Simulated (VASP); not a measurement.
A run of VASP 6.6.1 is set up as follows.

INCAR

```
SYSTEM = P
PREC     = Accurate       ! precision mode
ENCUT    = 520            ! plane-wave cutoff, eV
EDIFF    = 1E-6           ! SCF threshold, eV
ISMEAR   = 0              ! smearing method
SIGMA    = 0.15           ! smearing width, eV
LREAL    = .FALSE.        ! projectors in reciprocal space
LASPH    = .TRUE.         ! aspherical terms in the spheres
NELM     = 100            ! most SCF steps
ALGO     = Fast           ! electronic algorithm
ISIF     = 2              ! what is computed and relaxed
LWAVE    = .FALSE.        ! write WAVECAR
LCHARG   = .FALSE.        ! write CHGCAR
GGA      = PS             ! functional
NBANDS   = 12             ! bands
```

File KPOINTS:

```
regular mesh
0
G
  18 18 18
  0 0 0
```

Contents of POSCAR:

```
P
1.0
   -1.6915100431      2.5151650373      1.7102286049
    1.6915100431     -2.5151650373      1.7102286049
    1.6915100431      2.5151650373     -1.7102286049
P
2
Direct
    0.8033091100      0.0533091100      0.7500000000
    0.1966908900      0.9466908900      0.2500000000
```

Potentials or basis: VASP PAW PBE potentials, release 64 (P).

Run with:

```console
$ cat potpaw_PBE.64/P/POTCAR > POTCAR
$ mpirun -np 1 vasp_std > vasp.out
```

(1) Predict the band gap on the k mesh.

(2) Estimate the largest force.

(3) What does it give for the pressure?

## Answers

(1) zero (bands 5 and 6 overlap by 1.59 eV).

(2) 1.430 eV/Å.

(3) 8.1 GPa.

Caveat: the cell differs from its parent crystal (strain +0.000 along x and y, -0.080 along z); the stress differs along the axes, from -4 to 17 GPa; the PAW data sets were made with another functional, which shifts forces and pressure a little.
